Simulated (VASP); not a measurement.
A run of VASP 6.6.1 is set up as follows.

INCAR

```
SYSTEM = Li
PREC     = Accurate       ! precision mode
ENCUT    = 520            ! plane-wave cutoff, eV
EDIFF    = 1E-7           ! SCF threshold, eV
ISMEAR   = 0              ! smearing method
SIGMA    = 0.15           ! smearing width, eV
LREAL    = .FALSE.        ! projectors in reciprocal space
LASPH    = .TRUE.         ! aspherical terms in the spheres
NELM     = 100            ! most SCF steps
ALGO     = Normal         ! electronic algorithm
ISIF     = 2              ! what is computed and relaxed
LWAVE    = .FALSE.        ! write WAVECAR
LCHARG   = .FALSE.        ! write CHGCAR
GGA      = PE             ! functional
IVDW     = 12             ! dispersion correction
NBANDS   = 14             ! bands
```

The input KPOINTS:

```
regular mesh
0
G
  8 8 8
  0 0 0
```

Contents of POSCAR:

```
Li
1.0
    4.1769653562      0.0000000000      0.0000000000
    0.0000000000     -4.1769653562      0.0000000000
    0.0000000000      0.0000000000     -4.1769653562
Li
4
Direct
   -0.0000474339      0.4994785234      0.4996120905
    0.5000337538     -0.0004673915      0.5001637607
    0.5000274257      0.5004611815     -0.0000979207
   -0.0000137456      0.0005276866      0.0003220696
```

Potentials or basis: VASP PAW PBE potentials, release 64 (Li_sv).

Run with:

```sh
$ cat potpaw_PBE.64/Li_sv/POTCAR > POTCAR
$ mpirun -np 1 vasp_std > vasp.out
```

Problem. Estimate the largest force.

Solution. 0.006 eV/Å.

Problem. What does it give for the band gap on the k mesh?

Solution. Zero (band 6 reaches 2.55 eV, above the bottom of band 7 at 0.37 eV).

Problem. Predict the dispersion energy per atom.

Solution. -0.188 eV.

Forces on the atoms (eV/Å):
```
Li   0.001 -0.004 -0.004
Li  -0.001 -0.003  0.000
Li   0.000  0.003  0.000
Li   0.000  0.004  0.003
```

Caveat: the cell differs from its parent crystal (all atoms moved at random, sigma 0.4 Å a component, then relaxed in part).
